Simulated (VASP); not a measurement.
# Ag (Fm-3m) in VASP: notebook, part 2 of 2

VASP 6.6.1.

### 4 Electric field gradients, LDA (volume scaled by 1.01)

INCAR reads:

```
PREC = Accurate
ENCUT = 520
EDIFF = 1E-8
ISMEAR = -1
SIGMA = 0.05
LREAL = False
LASPH = True
NELM = 80
ALGO = Normal
ISIF = 2
LWAVE = False
LCHARG = False
LEFG = True
NBANDS = 12
```

KPOINTS reads:

```
Automatic mesh
0
Gamma
  15 15 15
```

POSCAR reads:

```
Ag
1.0
    0.0000000000      2.0498877575      2.0498877575
    2.0498877575      0.0000000000      2.0498877575
    2.0498877575      2.0498877575      0.0000000000
Ag
1
Direct
    0.0000000000      0.0000000000      0.0000000000
```

Potentials or basis: VASP PAW LDA potentials, release 64 (Ag).

Launch:

```
$ cat potpaw_LDA.64/Ag/POTCAR > POTCAR
$ mpirun -np 1 vasp_std > vasp.out
```

OUTCAR:

```text
PREC = Accurate
   ENCUT = 520
   EDIFF = 1E-8
   ISMEAR = -1
   LREAL = False
   LASPH = True
   NELM = 80
   ISIF = 2

 ion  position               nearest neighbor table
   1  0.000  0.000  0.000-

  LATTYP: Found a face centered cubic cell.
 ALAT       =     4.0997755150

  Lattice vectors:

 A1 = (   0.0000000000,   2.0498877575,   2.0498877575)
 A2 = (   2.0498877575,   0.0000000000,   2.0498877575)
 A3 = (   2.0498877575,   2.0498877575,   0.0000000000)

Analysis of symmetry for initial positions (statically):
=====================================================================
 Subroutine PRICEL returns:
 Original cell was already a primitive cell.

 Routine SETGRP: Setting up the symmetry group for a
 face centered cubic supercell.

 Subroutine GETGRP returns: Found 48 space group operations
[... 9 lines left out ...]

 Routine SETGRP: Setting up the symmetry group for a
 face centered cubic supercell.

 Subroutine GETGRP returns: Found 48 space group operations
[... 11 lines left out ...]
                                     Primitive cell

  volume of cell :      17.2274

  direct lattice vectors                    reciprocal lattice vectors
     0.000000000  2.049887758  2.049887758    -0.243915794  0.243915794  0.243915794
     2.049887758  0.000000000  2.049887758     0.243915794 -0.243915794  0.243915794
     2.049887758  2.049887758  0.000000000     0.243915794  0.243915794 -0.243915794

  length of vectors
     2.898979068  2.898979068  2.898979068     0.422474548  0.422474548  0.422474548

  position of ions in fractional coordinates (direct lattice)
     0.000000000  0.000000000  0.000000000

  ion indices of the primitive-cell ions
   primitive index   ion index
                 1           1

----------------------------------------------------------------------------------------

 KPOINTS: Automatic mesh

Automatic generation of k-mesh.
 Grid dimensions read from file:
 generate k-points for:   15   15   15

 Generating k-lattice:

  Cartesian coordinates                     Fractional coordinates (reciprocal lattice)
    -0.016261053  0.016261053  0.016261053     0.066666667  0.000000000  0.000000000
     0.016261053 -0.016261053  0.016261053     0.000000000  0.066666667  0.000000000
     0.016261053  0.016261053 -0.016261053     0.000000000  0.000000000  0.066666667

  Length of vectors
     0.028164970  0.028164970  0.028164970

  Shift w.r.t. Gamma in fractional coordinates (k-lattice)
     0.000000000  0.000000000  0.000000000

 Subroutine IBZKPT returns following result:
 ===========================================

 Found    120 irreducible k-points:

 Following reciprocal coordinates:
            Coordinates               Weight
  0.000000  0.000000  0.000000      1.000000
  0.066667  0.000000  0.000000      8.000000
  0.133333  0.000000  0.000000      8.000000
  0.200000  0.000000  0.000000      8.000000
  0.266667  0.000000  0.000000      8.000000
[... 41 lines left out ...]
   NSW    =      0    number of steps for IOM
   IBRION =     -1    ionic relax: 0-MD 1-quasi-New 2-CG
   NFREE  =      0    steps in history (QN), initial steepest desc. (CG)
   ISIF   =      2    stress and relaxation
   ISYM   =      2    0-nonsym 1-usesym 2-fastsym
   POTIM  = 0.5000    time-step for ionic-motion
   TEBEG  =    0.0;   TEEND  =   0.0 temperature during run
   PSTRESS=    0.0 pullay stress
   NELECT =      11.0000    total number of electrons
   NUPDOWN=      -1.0000    fix difference up-down
   EMIN   =  10.00;   EMAX   =-10.00  energy-range for DOS
   EFERMI =   0.00;   METHOD = LEGACY
   ISMEAR =    -1;   SIGMA  =   0.05  broadening in eV -4-tet -1-fermi 0-gaus
   EFERMI_NEDOS =   21; number of points for ismear=-14 and -15
   IALGO  =     38    algorithm
   IMIX   =      4    mixing-type and parameters
     AMIX     =   0.40;   BMIX     =  1.00
     AMIX_MAG =   1.60;   BMIX_MAG =  1.00
  volume/ion in A,a.u.               =      17.23       116.26
  Fermi-wavevector in a.u.,A,eV,Ry     =   1.409718  2.663981 27.038932  1.987305
  Thomas-Fermi vector in A             =   2.531746
   LORBIT       =      0    0 simple, 1 ext, 2 COOP (PROOUT), +10 PAW based schemes
   GGA     = CA    functional components
   LHFCALC =     F    Hartree Fock is set to
   AEXX    =    0.0000 exact exchange contribution
   IVDW    =     0    specifies the selected vdW correction
   LEPSILON=     F    determine dielectric tensor
   LRPA    =     F    only Hartree local field effects (RPA)
 non-spin polarized calculation
  energy-cutoff  :      520.00
  volume of cell :       17.23
 maximum number of plane-waves:       483
 NGX is ok and might be reduce to    24
   NGX = 11   NGY = 11   NGZ = 11

 number of electron      10.9999999 magnetization

 Free energy of the ion-electron system (eV)
  ---------------------------------------------------
  ext. energy  EPLUGINS =         0.00000000
  ---------------------------------------------------
  free energy    TOTEN  =        -3.74779641 eV

  energy without entropy =       -3.74435339  energy(sigma->0) =       -3.74607490

 E-fermi :   8.1279     XC(G=0): -12.5234

 val. band max:        8.1270799904   @ k =  -0.3333   0.2000   0.0000
 cond. band min:       8.1692022552   @ k =  -0.4000   0.1333   0.0000
 fundamental gap:      0.0421222648
 Fermi energy:         8.1279303986

 k-point     1 :       0.0000    0.0000    0.0000
  band No.  band energies     occupation
      1       0.2498      2.00000
      2       3.2621      2.00000
      3       3.2621      2.00000
      4       3.2621      2.00000
      5       4.2971      2.00000
      6       4.2971      2.00000
      7      24.0020      0.00000
      8      27.4406      0.00000
      9      27.4406      0.00000
     10      27.4406      0.00000
     11      32.4364      0.00000
     12      33.3440      0.00000
[... 331 lines left out ...]
 k-point    24 :       0.2000    0.1333    0.0000
  band No.  band energies     occupation
      1       1.3804      2.00000
      2       2.8721      2.00000
      3       3.6198      2.00000
      4       3.6527      2.00000
      5       4.0486      2.00000
      6       4.4863      2.00000
      7      22.9907      0.00000
      8      24.6386      0.00000
      9      24.8959      0.00000
     10      26.4729      0.00000
     11      29.8271      0.00000
     12      33.1046      0.00000

 [... further k-points ...]
[... 5 lines left out ...]
  --------------------------------------------------------------------------------------
  -------------------------------------------------------------------------------------
  Total       -0.8828671     -0.8828671     -0.8828671      0.0000000      0.0000000     -0.0000000
  in kB      -82.1080387    -82.1080387    -82.1080387      0.0000000      0.0000000     -0.0000000
  external PRESSURE =     -82.1080387 kB  Pullay stress =       0.0000000 kB

 VOLUME and BASIS-vectors are now :
 -----------------------------------------------------------------------------
  energy-cutoff  :      520.00
  volume of cell :       17.23
      direct lattice vectors                 reciprocal lattice vectors
     0.000000000  2.049887758  2.049887758    -0.243915794  0.243915794  0.243915794
     2.049887758  0.000000000  2.049887758     0.243915794 -0.243915794  0.243915794
     2.049887758  2.049887758  0.000000000     0.243915794  0.243915794 -0.243915794

 POSITION                                       TOTAL-FORCE (eV/Angst)
 -----------------------------------------------------------------------------------
      0.00000      0.00000      0.00000         0.000000      0.000000      0.000000
 -----------------------------------------------------------------------------------
    total drift:                               -0.000000      0.000000      0.000000

  FREE ENERGIE OF THE ION-ELECTRON SYSTEM (eV)
  ---------------------------------------------------
  free  energy   TOTEN  =        -3.7477964059 eV

  energy  without entropy=       -3.7443533886  energy(sigma->0) =       -3.74607490

 Electric field gradients (V/A^2)
---------------------------------------------------------------------
 ion       V_xx      V_yy      V_zz      V_xy      V_xz      V_yz
---------------------------------------------------------------------
   1      -0.000     0.000    -0.000     0.001     0.001     0.001
---------------------------------------------------------------------

 Electric field gradients after diagonalization (V/A^2)
 (convention: |V_zz| > |V_xx| > |V_yy|)
----------------------------------------------------------------------
 ion       V_xx      V_yy      V_zz     asymmetry (V_yy - V_xx)/ V_zz
----------------------------------------------------------------------
   1      -0.001    -0.001     0.001       0.000
----------------------------------------------------------------------

           NMR quadrupolar parameters

 Cq : quadrupolar parameter    Cq=e*Q*V_zz/h
 eta: asymmetry parameters     (V_yy - V_xx)/ V_zz
 Q  : nuclear electric quadrupole moment in mb (millibarn)
----------------------------------------------------------------------
 ion       Cq(MHz)       eta       Q (mb)
----------------------------------------------------------------------
   1       0.000       0.000       1.000
----------------------------------------------------------------------
```

It took 12 s on 1 thread of Intel Xeon 6975P-C, shared host; peak memory 0.15 GiB.

What came out:

| Item | Value |
| --- | --- |
| Free energy | -3.7478 eV |
| Pressure | -8.2 GPa |

Caveat: without QUAD_EFG the Cq values of the log hold for a quadrupole moment of 1 mb, not for the nuclei.

### 5 Electric field gradients, LDA (volume scaled by 1.01)

INCAR reads:

```
SYSTEM = Ag
ALGO = Normal
EDIFF = 1E-8
ENCUT = 520
GGA = CA
ISIF = 2
ISMEAR = -1
LASPH = .True.
LCHARG = .False.
LEFG = .True.
LREAL = .False.
LWAVE = .False.
NBANDS = 12
NELM = 60
PREC = Accurate
SIGMA = 0.05
```

KPOINTS reads:

```
k-points
0
Gamma
  15 15 15
  0 0 0
```

POSCAR is that of step 4.

Potentials or basis: VASP PAW LDA potentials, release 64 (Ag).

Launch:

```
$ cat potpaw_LDA.64/Ag/POTCAR > POTCAR
$ mpirun -np 1 vasp_std > vasp.out
```

OUTCAR:

```text
SYSTEM = Ag
   EDIFF = 1E-8
   ENCUT = 520
   GGA = CA
   ISIF = 2
   ISMEAR = -1
   LASPH = .True.
   LREAL = .False.
   NELM = 60
   PREC = Accurate

 ion  position               nearest neighbor table
   1  0.000  0.000  0.000-

  LATTYP: Found a face centered cubic cell.
 ALAT       =     4.0997755150

  Lattice vectors:

 A1 = (   0.0000000000,   2.0498877575,   2.0498877575)
 A2 = (   2.0498877575,   0.0000000000,   2.0498877575)
 A3 = (   2.0498877575,   2.0498877575,   0.0000000000)

Analysis of symmetry for initial positions (statically):
=====================================================================
 Subroutine PRICEL returns:
 Original cell was already a primitive cell.

 Routine SETGRP: Setting up the symmetry group for a
 face centered cubic supercell.

 Subroutine GETGRP returns: Found 48 space group operations
[... 9 lines left out ...]

 Routine SETGRP: Setting up the symmetry group for a
 face centered cubic supercell.

 Subroutine GETGRP returns: Found 48 space group operations
[... 11 lines left out ...]
                                     Primitive cell

  volume of cell :      17.2274

  direct lattice vectors                    reciprocal lattice vectors
     0.000000000  2.049887758  2.049887758    -0.243915794  0.243915794  0.243915794
     2.049887758  0.000000000  2.049887758     0.243915794 -0.243915794  0.243915794
     2.049887758  2.049887758  0.000000000     0.243915794  0.243915794 -0.243915794

  length of vectors
     2.898979068  2.898979068  2.898979068     0.422474548  0.422474548  0.422474548

  position of ions in fractional coordinates (direct lattice)
     0.000000000  0.000000000  0.000000000

  ion indices of the primitive-cell ions
[... 131 lines left out ...]
      1       0.2498      2.00000
      2       3.2621      2.00000
      3       3.2621      2.00000
      4       3.2621      2.00000
      5       4.2971      2.00000
      6       4.2971      2.00000
      7      24.0020      0.00000
      8      27.4406      0.00000
      9      27.4406      0.00000
     10      27.4406      0.00000
     11      32.4364      0.00000
     12      33.3440      0.00000
[... 331 lines left out ...]
 k-point    24 :       0.2000    0.1333    0.0000
  band No.  band energies     occupation
      1       1.3804      2.00000
      2       2.8721      2.00000
      3       3.6198      2.00000
      4       3.6527      2.00000
      5       4.0486      2.00000
      6       4.4863      2.00000
      7      22.9907      0.00000
      8      24.6386      0.00000
      9      24.8959      0.00000
     10      26.4729      0.00000
     11      29.8271      0.00000
     12      33.1046      0.00000

 [... further k-points ...]
[... 5 lines left out ...]
  --------------------------------------------------------------------------------------
  -------------------------------------------------------------------------------------
  Total       -0.8828671     -0.8828671     -0.8828671      0.0000000      0.0000000     -0.0000000
  in kB      -82.1080387    -82.1080387    -82.1080387      0.0000000      0.0000000     -0.0000000
  external PRESSURE =     -82.1080387 kB  Pullay stress =       0.0000000 kB

 VOLUME and BASIS-vectors are now :
 -----------------------------------------------------------------------------
  energy-cutoff  :      520.00
  volume of cell :       17.23
      direct lattice vectors                 reciprocal lattice vectors
     0.000000000  2.049887758  2.049887758    -0.243915794  0.243915794  0.243915794
     2.049887758  0.000000000  2.049887758     0.243915794 -0.243915794  0.243915794
     2.049887758  2.049887758  0.000000000     0.243915794  0.243915794 -0.243915794

 POSITION                                       TOTAL-FORCE (eV/Angst)
 -----------------------------------------------------------------------------------
      0.00000      0.00000      0.00000         0.000000      0.000000      0.000000
 -----------------------------------------------------------------------------------
    total drift:                               -0.000000      0.000000      0.000000

  FREE ENERGIE OF THE ION-ELECTRON SYSTEM (eV)
  ---------------------------------------------------
  free  energy   TOTEN  =        -3.7477964059 eV

  energy  without entropy=       -3.7443533886  energy(sigma->0) =       -3.74607490

 Electric field gradients (V/A^2)
---------------------------------------------------------------------
 ion       V_xx      V_yy      V_zz      V_xy      V_xz      V_yz
---------------------------------------------------------------------
   1      -0.000     0.000    -0.000     0.001     0.001     0.001
---------------------------------------------------------------------

 Electric field gradients after diagonalization (V/A^2)
 (convention: |V_zz| > |V_xx| > |V_yy|)
----------------------------------------------------------------------
 ion       V_xx      V_yy      V_zz     asymmetry (V_yy - V_xx)/ V_zz
----------------------------------------------------------------------
   1      -0.001    -0.001     0.001       0.000
----------------------------------------------------------------------

           NMR quadrupolar parameters

 Cq : quadrupolar parameter    Cq=e*Q*V_zz/h
 eta: asymmetry parameters     (V_yy - V_xx)/ V_zz
 Q  : nuclear electric quadrupole moment in mb (millibarn)
----------------------------------------------------------------------
 ion       Cq(MHz)       eta       Q (mb)
----------------------------------------------------------------------
   1       0.000       0.000       1.000
----------------------------------------------------------------------
```

OSZICAR:

```text
N       E                     dE             d eps       ncg     rms          rms(c)
DAV:   1     0.516773216732E+02    0.51677E+02   -0.54611E+03  2896   0.824E+02
DAV:   2    -0.321891186483E+01   -0.54896E+02   -0.51813E+02  3312   0.193E+02
DAV:   3    -0.405910651540E+01   -0.84019E+00   -0.83967E+00  3396   0.254E+01
DAV:   4    -0.406155441684E+01   -0.24479E-02   -0.24478E-02  3336   0.145E+00
DAV:   5    -0.406157320593E+01   -0.18789E-04   -0.18790E-04  3400   0.115E-01    0.533E+00
DAV:   6    -0.376196598080E+01    0.29961E+00   -0.12526E+00  3092   0.982E+00    0.338E+00
DAV:   7    -0.375220363888E+01    0.97623E-02   -0.67645E-03  3340   0.809E-01    0.190E+00
DAV:   8    -0.374778632445E+01    0.44173E-02   -0.84316E-04  3304   0.221E-01    0.646E-02
DAV:   9    -0.374779707814E+01   -0.10754E-04   -0.71973E-06  3376   0.172E-02    0.140E-02
DAV:  10    -0.374779642146E+01    0.65668E-06   -0.16633E-06  3388   0.101E-02    0.196E-03
DAV:  11    -0.374779640691E+01    0.14548E-07   -0.32643E-08  3256   0.132E-03    0.575E-04
DAV:  12    -0.374779640586E+01    0.10450E-08   -0.10160E-09  2024   0.295E-04
   1 F= -.37477964E+01 E0= -.37460749E+01  d E =-.344302E-02
```

Run time: 11 s. Hardware: 1 thread of Intel Xeon 6975P-C, shared host; peak memory 0.14 GiB.

What came out:

```yaml
Free_energy: -3.7478 eV
Pressure: -8.2 GPa
```

Levels at points of the mesh, in eV from the Fermi level:
```tsv
k point	band 2	band 3	band 4	band 5	band 6	band 7	band 8	band 9	band 10	band 11
(0.00, 0.00, 0.00)	-4.87	-4.87	-4.87	-3.83	-3.83	15.87	19.31	19.31	19.31	24.31
```

Caveat: without QUAD_EFG the Cq values of the log hold for a quadrupole moment of 1 mb, not for the nuclei.

### 6 The runs side by side

```csv
cell,gap on the mesh (eV),pressure (GPa)
"a = 2.870 Å, angles 60.0°, 1 atom",none,-5.3
"a = 2.889 Å, angles 60.0°, 1 atom",none,-7.3
"a = 2.899 Å, angles 60.0°, 1 atom",none,-8.2
```

Alike in all rows: task electric field gradients; level LDA; potentials or basis VASP PAW LDA potentials, release 64 (Ag); no spin polarisation; k mesh 15 × 15 × 15; cutoff (eV) 520; smearing fermi-dirac 0.05 eV.

Total energies depend on the potentials used, so only differences within one code and one set of settings carry meaning.
